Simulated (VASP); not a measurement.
Wanted: the native input for a VASP 6.6.1 run.

* Task: single point
* Functional: PBEsol
* Potentials or basis: VASP PAW PBE potentials, release 64 (Rb_sv, Cl)
* Cutoff: 500 eV
* k mesh: 7 × 7 × 7
* Occupations: fermi-dirac, width 0.02 eV
* Spin: no spin polarisation
* Dipole correction: no
* Further INCAR settings: ALGO = Normal; EDIFF = 1e-06; NBANDS = 15

The structure of RbCl lies in POSCAR:

```
RbCl
1.0
    0.0000000000      3.2071649199      3.2071649199
    3.2071649199      0.0000000000      3.2071649199
    3.2071649199      3.2071649199      0.0000000000
Rb Cl
1 1
Direct
    0.0000000000      0.0000000000      0.0000000000
    0.5000000000      0.5000000000      0.5000000000
```

This cell differs from its parent crystal: volume scaled by 0.94.

One way to write it, as run:

INCAR

```
ALGO = Normal
EDIFF = 1E-6
ENCUT = 500
GGA = PS
GGA_COMPAT = False
ISIF = 2
ISMEAR = -1
LASPH = True
LCHARG = True
LELF = True
LREAL = False
LVHAR = True
LWAVE = False
NBANDS = 15
NELM = 120
PREC = Accurate
SIGMA = 0.02
```

KPOINTS

```
k-points
0
Gamma
  7 7 7
```

Potentials or basis: VASP PAW PBE potentials, release 64 (Rb_sv, Cl).

The run is started by

```bash
$ cat potpaw_PBE.64/Rb_sv/POTCAR potpaw_PBE.64/Cl/POTCAR > POTCAR
$ mpirun -np 1 vasp_std > vasp.out
```

Results of the run:

The pressure is 1.2 GPa and the band gap on the k mesh is 5.08 eV, direct.

Caveat: the PAW data sets were made with another functional, which shifts forces and pressure a little.

It took 30 s on 1 thread of Intel Xeon 8259CL, with other jobs on the host, peak memory 0.2 GiB.
